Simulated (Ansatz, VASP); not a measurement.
## One calculation of SnC3, two programs

```xyz
4
Lattice="2.9789 0.0000 0.0000 0.0000 2.9789 0.0000 0.0000 0.0000 4.7647" Properties=species:S:1:pos:R:3 pbc="T T T"
C     1.4894    0.0000    3.9107
C     1.4894    1.4894    0.0000
C     0.0000    1.4894    0.8540
Sn    0.0000    0.0000    2.3824
```

Change from the starting cell: uniaxial_z strain +2.6%.

Alike in both runs: task single point; functional PBE; k mesh 8 × 8 × 6; occupations fermi-dirac, width 0.02 eV; no spin polarisation.

```csv
,VASP,Ansatz
version,VASP 6.6.1,Ansatz 0.2.0
potentials or method,"VASP PAW PBE potentials, release 64 (C, Sn_d)","plane waves, PAW"
plane-wave cutoff (eV),520,420
valence electrons in the cell,26,26
```

Ansatz gave:

| Quantity | Value |
| --- | --- |
| pressure (GPa) | -3.3 |
| traceless stress, the component that is largest in VASP (GPa) | -5.57 |
| rms of the force components (eV/Å) | 0.137 |

Q: Estimate VASP's values.

A: Pressure (GPa): -3.3; traceless stress, the component that is largest in VASP (GPa): -5.63; rms of the force components (eV/Å): 0.135.

Atom by atom the forces differ by 0.003 eV/Å (rms over components). The functional is the same, so the differences come from potentials, cutoffs and numerics.
